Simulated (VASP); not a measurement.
The system is I.

```
CELL_PARAMETERS angstrom
3.63503 -2.39502 0.00000
3.63503 2.39502 0.00000
0.00000 0.00000 9.79344
ATOMIC_POSITIONS crystal
I 0.64930 0.35070 0.38440
I 0.14930 0.85070 0.11560
I 0.35070 0.64930 0.61560
I 0.85070 0.14930 0.88440
```

Base run:

- Program: VASP 6.6.1
- Functional: PBEsol
- Potentials or basis: VASP PAW PBE potentials, release 64 (I)
- Cutoff: 520 eV
- k mesh: 7 × 7 × 3
- Occupations: fermi-dirac, width 0.05 eV
- Spin: no spin polarisation

Its results: band gap on the k mesh 1.29 eV (least direct gap 1.37 eV); pressure 0.1 GPa; largest force 0.765 eV/Å.

Question: The run is repeated on the same cell with these changes: functional from PBEsol to r2SCAN-based global hybrid with 10 % exact exchange; k mesh from 7 × 7 × 3 to 4 × 4 × 2. What comes out?

Answer: Band gap on the k mesh 2.09 eV (least direct gap 2.28 eV); pressure 0.9 GPa; largest force 0.406 eV/Å.

Several settings changed at once.

Caveats: the PAW data sets were made with another functional, which shifts forces and pressure a little; spin-orbit coupling is left out, which moves the levels of the heavy elements; this functional lacks dispersion, which holds the molecules together, so the pressure and a relaxed volume are unreliable (at least some runs).

A k mesh can miss the band edges.
